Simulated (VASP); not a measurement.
RbCd2Br4, 7 atoms in the cell. It takes space group Cmmm (No. 65, orthorhombic). Conventional cell: a = 5.965 Å, b = 16.631 Å, c = 5.426 Å, α = 90.00°, β = 90.00°, γ = 90.00°. Rb (site symmetry mmm) has 8 Br at 3.65 to 3.77 Å and 8 Cd at 4.93 Å within 5.0 Å. Within 3.7 Å of Cd (site symmetry m2m) lie 5 Br at 2.81 to 2.99 Å. Within 3.8 Å of Br (site symmetry m2m) lie 3 Cd at 2.87 to 2.99 Å and 2 Rb at 3.77 Å. Br (site symmetry m2m) has 2 Cd at 2.81 Å and 2 Rb at 3.65 Å within 3.7 Å. 

- Program: VASP 6.6.1
- Task: single point
- Functional: PBE
- Potentials or basis: VASP PAW PBE potentials, release 64 (Rb_sv, Cd, Br)
- Cutoff: 500 eV
- k mesh: 6 × 6 × 6
- Occupations: gaussian, width 0.1 eV
- Spin: no spin polarisation
- Dipole correction: no
- Further INCAR settings: ALGO = Normal; EDIFF = 1e-06; NBANDS = 40

Potentials or basis: VASP PAW PBE potentials, release 64 (Rb_sv, Cd, Br).

The run is started by

```console
$ cat potpaw_PBE.64/Rb_sv/POTCAR potpaw_PBE.64/Cd/POTCAR potpaw_PBE.64/Br/POTCAR > POTCAR
$ mpirun -np 1 vasp_std > vasp.out
```

Hardware: 1 thread of AMD EPYC 9R45 96-Core Processor (Zen 5), with other jobs on the host.

**Question.** Estimate the wall time of this run.

**Answer.** It took 6.4 min on 1 thread of AMD EPYC 9R45 96-Core Processor (Zen 5) (shared host), peak memory 0.71 GiB. Counts: scf iterations 16, k points 52.
